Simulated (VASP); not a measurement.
# ZnO (P6_3mc) in VASP: notebook

ZnO is run at these levels: PBEsol; tasks: single point, relaxation of cell and atoms.

Program: VASP 6.6.1. These are calculated values, not measurements. Logs are shortened: lines on timing, memory, paths and dates and some standing lists are left out, and cuts for length are marked.

**What was measured.**

From “Electronic structure of alkaline earth and post-transition metal oxides”, 2009, arxiv:0908.1581, for a bulk crystal of ZnO: band gap 3.37 eV.

The runs below are set against these values where they give the same quantity.

## Step 1: The cell of the first run

Symmetry: P6_3mc, No. 186, hexagonal system. The conventional cell has a = 3.231 Å, b = 3.231 Å, c = 5.215 Å, α = 90.00°, β = 90.00°, γ = 120.00°. Within 2.6 Å of Zn (site symmetry 3m) lie 4 O at 1.97 to 1.98 Å. Within 2.6 Å of O (site symmetry 3m) lie 4 Zn at 1.97 to 1.98 Å.

## Step 2: Single point, PBEsol

Input file INCAR:

```
ALGO     = Normal         # electronic algorithm
EDIFF    = 1E-7           # SCF threshold, eV
ENCUT    = 520            # plane-wave cutoff, eV
GGA      = PS             # functional
ISIF     = 2              # what is computed and relaxed
ISMEAR   = 0              # smearing method
LASPH    = True           # aspherical terms in the spheres
LCHARG   = True           # write CHGCAR
LELF     = True           # ELF
LREAL    = False          # projectors in reciprocal space
LVHAR    = True         
LWAVE    = False          # write WAVECAR
NBANDS   = 26             # bands
NELM     = 60             # most SCF steps
PREC     = Accurate       # precision mode
SIGMA    = 0.02           # smearing width, eV
```

Input file KPOINTS:

```
k-points
0
Gamma
  9 9 6
```

Input file POSCAR:

```
ZnO
1.0
    3.2309318303      0.0000000000      0.0000000000
   -1.6154659151      2.7980690429      0.0000000000
    0.0000000000      0.0000000000      5.2153681419
Zn O
2 2
Direct
    0.3333333333      0.6666666667      0.0015754469
    0.6666666667      0.3333333333      0.5015754469
    0.3333333333      0.6666666667      0.3805245531
    0.6666666667      0.3333333333      0.8805245531
```

Potentials or basis: VASP PAW PBE potentials, release 64 (Zn, O).

Started as:

```sh
$ cat potpaw_PBE.64/Zn/POTCAR potpaw_PBE.64/O/POTCAR > POTCAR
$ mpirun -np 1 vasp_std > vasp.out
```

OUTCAR:

```text
EDIFF = 1E-7
   ENCUT = 520
   GGA = PS
   ISIF = 2
   ISMEAR = 0
   LASPH = True
   LREAL = False
   NELM = 60
   PREC = Accurate

 ion  position               nearest neighbor table
   1  0.333  0.667  0.002-   4 1.97   4 1.97   4 1.97   3 1.98
   2  0.667  0.333  0.502-   3 1.97   3 1.97   3 1.97   4 1.98
   3  0.333  0.667  0.381-   2 1.97   2 1.97   2 1.97   1 1.98
   4  0.667  0.333  0.881-   1 1.97   1 1.97   1 1.97   2 1.98

  LATTYP: Found a hexagonal cell.
 ALAT       =     3.2309318303
 C/A-ratio  =     1.6141993752

  Lattice vectors:

 A1 = (   3.2309318303,   0.0000000000,   0.0000000000)
 A2 = (  -1.6154659151,   2.7980690429,   0.0000000000)
 A3 = (   0.0000000000,   0.0000000000,   5.2153681419)

Analysis of symmetry for initial positions (statically):
=====================================================================
 Subroutine PRICEL returns:
 Original cell was already a primitive cell.

 Routine SETGRP: Setting up the symmetry group for a
 hexagonal supercell.

 Subroutine GETGRP returns: Found 12 space group operations
 (whereof  6 operations were pure point group operations)
 out of a pool of 24 trial point group operations.

The static configuration has the point symmetry C_3v.
 The point group associated with its full space group is C_6v.

Analysis of symmetry for dynamics (positions and initial velocities):
=====================================================================
 Subroutine PRICEL returns:
 Original cell was already a primitive cell.

 Routine SETGRP: Setting up the symmetry group for a
 hexagonal supercell.

 Subroutine GETGRP returns: Found 12 space group operations
 (whereof  6 operations were pure point group operations)
 out of a pool of 24 trial point group operations.

The dynamic configuration has the point symmetry C_3v.
 The point group associated with its full space group is C_6v.

 Subroutine INISYM returns: Found 12 space group operations
 (whereof  6 operations are pure point group operations),
 and found     1 'primitive' translations

----------------------------------------------------------------------------------------

                                     Primitive cell

  volume of cell :      47.1489

  direct lattice vectors                    reciprocal lattice vectors
[... 82 lines left out ...]
   PREC   = accura    normal or accurate (medium, high low for compatibility)
   ISTART =      0    job   : 0-new  1-cont  2-samecut
   ICHARG =      2    charge: 1-file 2-atom 10-const
   ISPIN  =      1    spin polarized calculation?
   LNONCOLLINEAR =      F non collinear calculations
   LSORBIT =      F    spin-orbit coupling
   LASPH  =      T    aspherical Exc in radial PAW
   ENCUT  =  520.0 eV  38.22 Ry    6.18 a.u.   6.01  6.01  9.70*2*pi/ulx,y,z
   NELM   =     60;   NELMIN=  2; NELMDL= -5     # of ELM steps
   EDIFF  = 0.1E-06   stopping-criterion for ELM
   LREAL  =      F    real-space projection
   EDIFFG = 0.1E-05   stopping-criterion for IOM
   NSW    =      0    number of steps for IOM
   IBRION =     -1    ionic relax: 0-MD 1-quasi-New 2-CG
   NFREE  =      0    steps in history (QN), initial steepest desc. (CG)
   ISIF   =      2    stress and relaxation
   ISYM   =      2    0-nonsym 1-usesym 2-fastsym
   POTIM  = 0.5000    time-step for ionic-motion
   TEBEG  =    0.0;   TEEND  =   0.0 temperature during run
   PSTRESS=    0.0 pullay stress
   NELECT =      36.0000    total number of electrons
   NUPDOWN=      -1.0000    fix difference up-down
   EMIN   =  10.00;   EMAX   =-10.00  energy-range for DOS
   EFERMI =   0.00;   METHOD = LEGACY
   ISMEAR =     0;   SIGMA  =   0.02  broadening in eV -4-tet -1-fermi 0-gaus
   EFERMI_NEDOS =   21; number of points for ismear=-14 and -15
   IALGO  =     38    algorithm
   IMIX   =      4    mixing-type and parameters
     AMIX     =   0.40;   BMIX     =  1.00
     AMIX_MAG =   1.60;   BMIX_MAG =  1.00
  volume/ion in A,a.u.               =      11.79        79.54
  Fermi-wavevector in a.u.,A,eV,Ry     =   1.496300  2.827597 30.462260  2.238913
  Thomas-Fermi vector in A             =   2.608334
   LORBIT       =      0    0 simple, 1 ext, 2 COOP (PROOUT), +10 PAW based schemes
   GGA     = PS    functional components
   LHFCALC =     F    Hartree Fock is set to
   AEXX    =    0.0000 exact exchange contribution
   IVDW    =     0    specifies the selected vdW correction
   LEPSILON=     F    determine dielectric tensor
   LRPA    =     F    only Hartree local field effects (RPA)
 non-spin polarized calculation
 Gauss-broadening in eV      SIGMA  =   0.02
  energy-cutoff  :      520.00
  volume of cell :       47.15
 maximum number of plane-waves:      1290
   NGX = 13   NGY = 13   NGZ = 19

 number of electron      36.0000023 magnetization

 Free energy of the ion-electron system (eV)
  ---------------------------------------------------
  ext. energy  EPLUGINS =         0.00000000
  ---------------------------------------------------
  free energy    TOTEN  =       -19.41069487 eV

  energy without entropy =      -19.41069487  energy(sigma->0) =      -19.41069487

 E-fermi :   1.2303     XC(G=0): -11.2370

 val. band max:        1.1403969547   @ k =   0.0000   0.0000   0.0000
 cond. band min:       1.8295118265   @ k =   0.0000   0.0000   0.0000
 fundamental gap:      0.6891148717
 Fermi energy:         1.2302550298

 k-point     1 :       0.0000    0.0000    0.0000
  band No.  band energies     occupation
      1     -16.9834      2.00000
      2     -16.2291      2.00000
      3      -4.6640      2.00000
      4      -4.6247      2.00000
      5      -4.6247      2.00000
      6      -4.5814      2.00000
[... 685 lines left out ...]
     25      14.3965      0.00000
     26      15.4998      0.00000

 [... further k-points ...]
[... 5 lines left out ...]
  --------------------------------------------------------------------------------------
  -------------------------------------------------------------------------------------
  Total        0.2619352      0.2619352      0.2661779      0.0000000      0.0000000      0.0000000
  in kB        8.9008849      8.9008849      9.0450576      0.0000000      0.0000000      0.0000000
  external PRESSURE =       8.9489425 kB  Pullay stress =       0.0000000 kB

 VOLUME and BASIS-vectors are now :
 -----------------------------------------------------------------------------
  energy-cutoff  :      520.00
  volume of cell :       47.15
      direct lattice vectors                 reciprocal lattice vectors
     3.230931830  0.000000000  0.000000000     0.309508232  0.178694661  0.000000000
    -1.615465915  2.798069043  0.000000000     0.000000000  0.357389323  0.000000000
     0.000000000  0.000000000  5.215368142     0.000000000  0.000000000  0.191741019

 POSITION                                       TOTAL-FORCE (eV/Angst)
 -----------------------------------------------------------------------------------
     -0.00000      1.86538      0.00822        -0.000000     -0.000000      0.001396
      1.61547      0.93269      2.61590         0.000000      0.000000      0.001396
     -0.00000      1.86538      1.98458        -0.000000      0.000000     -0.001396
      1.61547      0.93269      4.59226         0.000000     -0.000000     -0.001396
 -----------------------------------------------------------------------------------
    total drift:                               -0.000000     -0.000000      0.002126

  FREE ENERGIE OF THE ION-ELECTRON SYSTEM (eV)
  ---------------------------------------------------
  free  energy   TOTEN  =       -19.4106948743 eV

  energy  without entropy=      -19.4106948743  energy(sigma->0) =      -19.41069487
```

Wall time 54 s (1 thread of Intel Xeon Platinum 8488C (Sapphire Rapids), shared host); peak memory 0.18 GiB.

Results:

```
Free energy            : -19.4107 eV
Pressure               : 0.9 GPa
Band gap on the k mesh : 0.69 eV, direct
```

Caveat: the PAW data sets were made with another functional, which shifts forces and pressure a little.

## Step 3: Single point, PBEsol

Input file INCAR:

```
SYSTEM = ZnO
PREC = Accurate
ENCUT = 520
EDIFF = 1E-7
ISMEAR = 0
SIGMA = 0.05
LREAL = .False.
LASPH = .True.
NELM = 80
ALGO = Normal
ISIF = 2
LWAVE = .False.
LCHARG = .False.
GGA = PS
NBANDS = 26
```

Input file KPOINTS:

```
regular mesh
0
Gamma
  9 9 6
  0 0 0
```

POSCAR is that of step 2.

Potentials or basis: VASP PAW PBE potentials, release 64 (Zn, O).

Started as:

```sh
$ cat potpaw_PBE.64/Zn/POTCAR potpaw_PBE.64/O/POTCAR > POTCAR
$ mpirun -np 1 vasp_std > vasp.out
```

Run time: 51 s. Hardware: 1 thread of Intel Xeon Platinum 8488C (Sapphire Rapids), shared host; peak memory 0.18 GiB.

Results (log left out):

```
Free energy            : -19.4107 eV
Pressure               : 0.9 GPa
Band gap on the k mesh : 0.69 eV, direct
```

Levels at points of the mesh, in eV from the valence-band top:
| k point | band 15 | band 16 | band 17 | band 18 | band 19 | band 20 | band 21 | band 22 |
| --- | --- | --- | --- | --- | --- | --- | --- | --- |
| (0.00, 0.00, 0.00) | -0.81 | -0.09 | 0.00 | 0.00 | 0.69 | 5.15 | 8.10 | 12.83 |
| (0.00, 0.00, 0.50) | -0.40 | -0.40 | -0.40 | -0.40 | 3.38 | 3.38 | 9.96 | 9.96 |

Caveat: the PAW data sets were made with another functional, which shifts forces and pressure a little.

## Step 4: Relaxation of cell and atoms, PBEsol

This run uses another cell than the first one, of 11.90 Å³/atom, 1.009 times its volume.

Input file INCAR:

```
SYSTEM = ZnO
ALGO     = Normal         ! electronic algorithm
EDIFF    = 1E-6           ! SCF threshold, eV
EDIFFG   = -0.005         ! ionic threshold
ENCUT    = 600            ! plane-wave cutoff, eV
GGA      = PS             ! functional
IBRION   = 2              ! ionic algorithm
ISIF     = 3              ! what is computed and relaxed
ISMEAR   = 0              ! smearing method
LASPH    = .True.         ! aspherical terms in the spheres
LCHARG   = .False.        ! write CHGCAR
LREAL    = .False.        ! projectors in reciprocal space
LWAVE    = .False.        ! write WAVECAR
NELM     = 60             ! most SCF steps
NSW      = 100            ! ionic steps
PREC     = Accurate       ! precision mode
SIGMA    = 0.02           ! smearing width, eV
```

Input file KPOINTS:

```
k-points
0
Gamma
  9 9 6
  0 0 0
```

Input file POSCAR:

```
ZnO
1.0
    3.2493987239      0.0000000000      0.0000000000
   -1.6246993619      2.8140618419      0.0000000000
    0.0000000000      0.0000000000      5.2038000000
Zn O
2 2
Direct
    0.3333333333      0.6666666667      0.0000000000
    0.6666666667      0.3333333333      0.5000000000
    0.3333333333      0.6666666667      0.3821000000
    0.6666666667      0.3333333333      0.8821000000
```

Started as:

```sh
$ cat potpaw_PBE.64/Zn/POTCAR potpaw_PBE.64/O/POTCAR > POTCAR
$ mpirun -np 1 vasp_std > vasp.out
```

It took 3.5 min on 1 thread of Intel Xeon Platinum 8488C (Sapphire Rapids), shared host; peak memory 0.21 GiB.

The run converged. Its results:

* Free energy: -19.4157 eV
* Relaxed volume: 11.84 Å³/atom
* Relaxed cell: a = 3.236 Å, b = 3.236 Å, c = 5.224 Å, α = 90.00°, β = 90.00°, γ = 120.00°
* Space group after relaxing (to 0.05 Å): P6_3mc (No. 186)
* Energy gained by relaxing: 0.3 meV/atom
* Ionic steps: 9
* Pressure after relaxing: 0.0 GPa
* Largest force after relaxing: 0.004 eV/Å
* Band gap on the k mesh: 0.68 eV, direct

Forces on the atoms (eV/Å):
```
Zn   0.000  0.000 -0.004
Zn   0.000  0.000 -0.004
O    0.000  0.000  0.004
O    0.000  0.000  0.004
```

Stress tensor (GPa, compression positive):
```
-0.03  0.00  0.00
 0.00 -0.03  0.00
 0.00  0.00  0.06
```

The path:
| step | energy change (eV) | largest force (eV/Å) | pressure (GPa) | volume (Å³) |
| --- | --- | --- | --- | --- |
| 1 | 0.0000 | 0.0352 | -0.64 | 47.58 |
| 2 | -0.0006 | 0.0261 | 0.45 | 47.26 |
| 3 | -0.0006 | 0.0278 | 0.17 | 47.34 |
| 4 | -0.0006 | 0.0283 | 0.11 | 47.35 |
| 5 | -0.0006 | 0.0269 | 0.16 | 47.34 |
| 6 | -0.0009 | 0.0214 | 0.01 | 47.35 |
| 7 | -0.0013 | 0.0004 | 0.01 | 47.37 |
| 8 | -0.0013 | 0.0041 | -0.06 | 47.38 |
| 9 | -0.0013 | 0.0039 | 0.00 | 47.38 |

Final structure:
```
Zn O
1.0
     3.23624    0.00000    0.00000
    -1.61812    2.80266    0.00000
     0.00000    0.00000    5.22360
Zn O
2 2
Direct
  0.33333 0.66667 0.00163
  0.66667 0.33333 0.50163
  0.33333 0.66667 0.38047
  0.66667 0.33333 0.88047
```

Levels at points of the mesh, in eV from the valence-band top:
```tsv
k point	band 14	band 15	band 16	band 17	band 18	band 19	band 20	band 21	band 22
(0.00, 0.00, 0.00)	-0.81	-0.81	-0.09	0.00	0.00	0.68	5.14	8.08	12.81
(0.00, 0.00, 0.50)	-2.27	-0.40	-0.40	-0.40	-0.40	3.37	3.37	9.94	9.94
```

Caveat: the PAW data sets were made with another functional, which shifts forces and pressure a little.

## Step 5: Summary

```tsv
task	cell	cutoff (eV)	smearing	gap on the mesh (eV)	pressure (GPa)
single point	a = 3.231, b = 3.231, c = 5.215 Å, angles 90.0, 90.0, 120.0°, 4 atoms	520	gaussian 0.02 eV	0.69	0.9
single point	a = 3.231, b = 3.231, c = 5.215 Å, angles 90.0, 90.0, 120.0°, 4 atoms	520	gaussian 0.05 eV	0.69	0.9
relaxation of cell and atoms	relaxed from a = 3.249, b = 3.249, c = 5.204 Å, angles 90.0, 90.0, 120.0°, 4 atoms	600	gaussian 0.02 eV	0.68	0.0
```

Alike in all rows: level PBEsol; potentials or basis VASP PAW PBE potentials, release 64 (Zn, O); no spin polarisation; k mesh 9 × 9 × 6.

Caveats: the PAW data sets were made with another functional, which shifts forces and pressure a little.

Total energies depend on the potentials used, so only differences within one code and one set of settings carry meaning.

## Step 6: Against experiment

Step 2. A measured gap of ZnO is 3.37 eV (quoted in “Electronic structure of alkaline earth and post-transition metal oxides”, 2009, arxiv:0908.1581); the calculated 0.69 eV misses it by -2.68 eV. So large a miss can be the level of theory's own, or it may mean another phase, state or a wrong row. The value is that of PBEsol, without temperature or zero-point motion. Semilocal functionals fall short of measured gaps as a rule.

Step 3. Measured gap of ZnO: 3.37 eV (quoted in “Electronic structure of alkaline earth and post-transition metal oxides”, 2009, arxiv:0908.1581). This calculation gives 0.69 eV (-2.68 eV). So large a miss can be the level of theory's own, or it may mean another phase, state or a wrong row. The value is that of PBEsol, without temperature or zero-point motion. Semilocal functionals fall short of measured gaps as a rule.
